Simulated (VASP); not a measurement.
# BiIr (zincblende type) (F-43m) in VASP: single point with PBE

Aim: the single point of BiIr (zincblende type) with PBE.

All numbers are computed with VASP 6.6.1; they aren't measurements. Logs are shortened: lines on timing, memory, paths and dates and some standing lists are left out, and cuts for length are marked.

### Step 1. The cell of the first run

Symmetry: F-43m, No. 216, cubic system. Conventional cell: a = 6.134 Å, b = 6.134 Å, c = 6.134 Å, α = 90.00°, β = 90.00°, γ = 90.00°. Ir (site symmetry -43m) has 4 Bi at 2.66 Å within 3.5 Å. Bi (site symmetry -43m) has 4 Ir at 2.66 Å within 3.5 Å.

### Step 2. Single point, PBE

POSCAR reads:

```
BiIr
1.0
    0.0000000000      3.0671228048      3.0671228048
    3.0671228048      0.0000000000      3.0671228048
    3.0671228048      3.0671228048      0.0000000000
Ir Bi
1 1
Direct
    0.0000000000      0.0000000000      0.0000000000
    0.2500000000      0.2500000000      0.2500000000
```

INCAR.step1 reads:

```
SYSTEM = BiIr
PREC     = Accurate       ! precision mode
ENCUT    = 520            ! plane-wave cutoff, eV
EDIFF    = 1E-6           ! SCF threshold, eV
ISMEAR   = -1             ! smearing method
SIGMA    = 0.03           ! smearing width, eV
LREAL    = .False.        ! projectors in reciprocal space
LASPH    = .True.         ! aspherical terms in the spheres
NELM     = 80             ! most SCF steps
ALGO     = Normal         ! electronic algorithm
ISIF     = 2              ! what is computed and relaxed
LWAVE    = .False.        ! write WAVECAR
LCHARG   = .True.         ! write CHGCAR
LMAXMIX  = 4              ! l up to which the mixer works
GGA      = PE             ! functional
NBANDS   = 19             ! bands
```

KPOINTS.step1 reads:

```
Automatic mesh
0
Gamma
  11 11 11
  0 0 0
```

INCAR.step2 reads:

```
SYSTEM = BiIr
PREC     = Accurate       ! precision mode
ENCUT    = 520            ! plane-wave cutoff, eV
EDIFF    = 1E-6           ! SCF threshold, eV
ISMEAR   = -5             ! smearing method
SIGMA    = 0.03           ! smearing width, eV
LREAL    = .False.        ! projectors in reciprocal space
LASPH    = .True.         ! aspherical terms in the spheres
NELM     = 80             ! most SCF steps
ALGO     = Normal         ! electronic algorithm
ISIF     = 2              ! what is computed and relaxed
LWAVE    = .False.        ! write WAVECAR
LCHARG   = .False.        ! write CHGCAR
LMAXMIX  = 4              ! l up to which the mixer works
GGA      = PE             ! functional
LORBIT   = 10             ! projections on sites
NBANDS   = 19             ! bands
NEDOS    = 2001           ! points of the DOS
ICHARG   = 11             ! starting density
```

KPOINTS.step2 reads:

```
Automatic mesh
0
Gamma
  17 17 17
  0 0 0
```

Potentials or basis: VASP PAW PBE potentials, release 64 (Ir, Bi_d).

Command:

```
> cat potpaw_PBE.64/Ir/POTCAR potpaw_PBE.64/Bi_d/POTCAR > POTCAR
> cp INCAR.step1 INCAR
> cp KPOINTS.step1 KPOINTS
> mpirun -np 1 vasp_std > vasp.out
> cp INCAR.step2 INCAR
> cp KPOINTS.step2 KPOINTS
> mpirun -np 1 vasp_std > vasp.out
```

OUTCAR:

```text
SYSTEM = BiIr
   PREC = Accurate
   ENCUT = 520
   EDIFF = 1E-6
   ISMEAR = -5
   LREAL = .False.
   LASPH = .True.
   NELM = 80
   ISIF = 2
   GGA = PE
   LORBIT = 10
   ICHARG = 11

 ion  position               nearest neighbor table
   1  0.000  0.000  0.000-   2 2.66   2 2.66   2 2.66   2 2.66
   2  0.250  0.250  0.250-   1 2.66   1 2.66   1 2.66   1 2.66

  LATTYP: Found a face centered cubic cell.
 ALAT       =     6.1342456096

  Lattice vectors:

 A1 = (   0.0000000000,   3.0671228048,   3.0671228048)
 A2 = (   3.0671228048,   0.0000000000,   3.0671228048)
 A3 = (   3.0671228048,   3.0671228048,   0.0000000000)

Analysis of symmetry for initial positions (statically):
=====================================================================
 Subroutine PRICEL returns:
 Original cell was already a primitive cell.

 Routine SETGRP: Setting up the symmetry group for a
 face centered cubic supercell.

 Subroutine GETGRP returns: Found 24 space group operations
 (whereof 24 operations were pure point group operations)
 out of a pool of 48 trial point group operations.

The static configuration has the point symmetry T_d .

Analysis of symmetry for dynamics (positions and initial velocities):
=====================================================================
 Subroutine PRICEL returns:
 Original cell was already a primitive cell.

 Routine SETGRP: Setting up the symmetry group for a
 face centered cubic supercell.

 Subroutine GETGRP returns: Found 24 space group operations
 (whereof 24 operations were pure point group operations)
 out of a pool of 48 trial point group operations.

The dynamic configuration has the point symmetry T_d .

 Subroutine INISYM returns: Found 24 space group operations
 (whereof 24 operations are pure point group operations),
 and found     1 'primitive' translations

----------------------------------------------------------------------------------------

                                     Primitive cell

  volume of cell :      57.7063

  direct lattice vectors                    reciprocal lattice vectors
     0.000000000  3.067122805  3.067122805    -0.163019231  0.163019231  0.163019231
     3.067122805  0.000000000  3.067122805     0.163019231 -0.163019231  0.163019231
     3.067122805  3.067122805  0.000000000     0.163019231  0.163019231 -0.163019231

[... 87 lines left out ...]
   EDIFFG = 0.1E-04   stopping-criterion for IOM
   NSW    =      0    number of steps for IOM
   IBRION =     -1    ionic relax: 0-MD 1-quasi-New 2-CG
   NFREE  =      0    steps in history (QN), initial steepest desc. (CG)
   ISIF   =      2    stress and relaxation
   ISYM   =      2    0-nonsym 1-usesym 2-fastsym
   POTIM  = 0.5000    time-step for ionic-motion
   TEBEG  =    0.0;   TEEND  =   0.0 temperature during run
   PSTRESS=    0.0 pullay stress
   NELECT =      24.0000    total number of electrons
   NUPDOWN=      -1.0000    fix difference up-down
   EMIN   =  10.00;   EMAX   =-10.00  energy-range for DOS
   EFERMI =   0.00;   METHOD = LEGACY
   ISMEAR =    -5;   SIGMA  =   0.03  broadening in eV -4-tet -1-fermi 0-gaus
   EFERMI_NEDOS =   21; number of points for ismear=-14 and -15
   IALGO  =     38    algorithm
   IMIX   =      4    mixing-type and parameters
     AMIX     =   0.40;   BMIX     =  1.00
     AMIX_MAG =   1.60;   BMIX_MAG =  1.00
  volume/ion in A,a.u.               =      28.85       194.71
  Fermi-wavevector in a.u.,A,eV,Ry     =   1.221999  2.309243 20.317319  1.493281
  Thomas-Fermi vector in A             =   2.357161
   LORBIT       =     10    0 simple, 1 ext, 2 COOP (PROOUT), +10 PAW based schemes
   GGA     = PE    functional components
   LHFCALC =     F    Hartree Fock is set to
   AEXX    =    0.0000 exact exchange contribution
   IVDW    =     0    specifies the selected vdW correction
   LEPSILON=     F    determine dielectric tensor
   LRPA    =     F    only Hartree local field effects (RPA)
 non-spin polarized calculation
 Fermi weights with tetrahedron method with Bloechl corrections
  energy-cutoff  :      520.00
  volume of cell :       57.71
 maximum number of plane-waves:      1584

 number of electron      23.9999994 magnetization

 Free energy of the ion-electron system (eV)
  ---------------------------------------------------
  ext. energy  EPLUGINS =         0.00000000
  ---------------------------------------------------
  free energy    TOTEN  =       -11.44026856 eV

  energy without entropy =      -11.44026856  energy(sigma->0) =      -11.44026856

 E-fermi :   5.2378     XC(G=0):  -9.9172

 val. band max:        5.2757266757   @ k =  -0.1765   0.2353   0.0588
 cond. band min:       5.2308246803   @ k =  -0.2941   0.2941   0.0588
 fundamental gap:     -0.0449019954
 Fermi energy:         5.2378355520

 k-point     1 :       0.0000    0.0000    0.0000
  band No.  band energies     occupation
      1     -17.3627      2.00000
      2     -17.3627      2.00000
      3     -17.3627      2.00000
      4     -17.3190      2.00000
      5     -17.3190      2.00000
      6      -6.7226      2.00000
[... 505 lines left out ...]
      6      -6.5582      2.00000
[... 11 lines left out ...]
     18      12.7857      0.00000
     19      14.7794      0.00000

 [... further k-points ...]

------------------------ aborting loop because EDIFF is reached ----------------------------------------

  FORCE on cell =-STRESS in cart. coord.  units (eV):
  Direction    XX          YY          ZZ          XY          YZ          ZX
  --------------------------------------------------------------------------------------
  -------------------------------------------------------------------------------------
  Total        0.0119568      0.0119568      0.0119568      0.0000000     -0.0000000      0.0000000
  in kB        0.3319737      0.3319737      0.3319737      0.0000000     -0.0000000      0.0000000
  external PRESSURE =       0.3319737 kB  Pullay stress =       0.0000000 kB

 VOLUME and BASIS-vectors are now :
 -----------------------------------------------------------------------------
  energy-cutoff  :      520.00
  volume of cell :       57.71
      direct lattice vectors                 reciprocal lattice vectors
     0.000000000  3.067122805  3.067122805    -0.163019231  0.163019231  0.163019231
     3.067122805  0.000000000  3.067122805     0.163019231 -0.163019231  0.163019231
     3.067122805  3.067122805  0.000000000     0.163019231  0.163019231 -0.163019231

 POSITION                                       TOTAL-FORCE (eV/Angst)
 -----------------------------------------------------------------------------------
      0.00000      0.00000      0.00000        -0.000000     -0.000000     -0.000000
      1.53356      1.53356      1.53356         0.000000      0.000000      0.000000
 -----------------------------------------------------------------------------------
    total drift:                                0.000000      0.000000      0.000000

  FREE ENERGIE OF THE ION-ELECTRON SYSTEM (eV)
  ---------------------------------------------------
  free  energy   TOTEN  =       -11.4402685600 eV

  energy  without entropy=      -11.4402685600  energy(sigma->0) =      -11.44026856

 total charge

# of ion       s       p       d       tot
------------------------------------------
    1        0.659   0.305   7.277   8.240
    2        1.446   1.460   9.993  12.899
--------------------------------------------------
tot          2.105   1.764  17.270  21.139
```

OUTCAR.step1:

```text
SYSTEM = BiIr
   PREC = Accurate
   ENCUT = 520
   EDIFF = 1E-6
   ISMEAR = -1
   LREAL = .False.
[... 749 lines left out ...]
      0.00000      0.00000      0.00000        -0.000000     -0.000000     -0.000000
      1.53356      1.53356      1.53356         0.000000      0.000000      0.000000
 -----------------------------------------------------------------------------------
    total drift:                                0.000000      0.000000      0.000000

  FREE ENERGIE OF THE ION-ELECTRON SYSTEM (eV)
  ---------------------------------------------------
  free  energy   TOTEN  =       -11.4427449941 eV

  energy  without entropy=      -11.4381968211  energy(sigma->0) =      -11.44047091
```

It took 2 min on 1 thread of Intel Xeon Platinum 8259CL at 2.50GHz (Skylake/Cascade Lake), shared host; peak memory 0.31 GiB.

What came out:

| Quantity | Value |
| --- | --- |
| Valence electrons inside the program's atomic spheres | Ir 8.24; Bi 12.90 |

Caveat: spin-orbit coupling is left out, which moves the levels of the heavy elements.
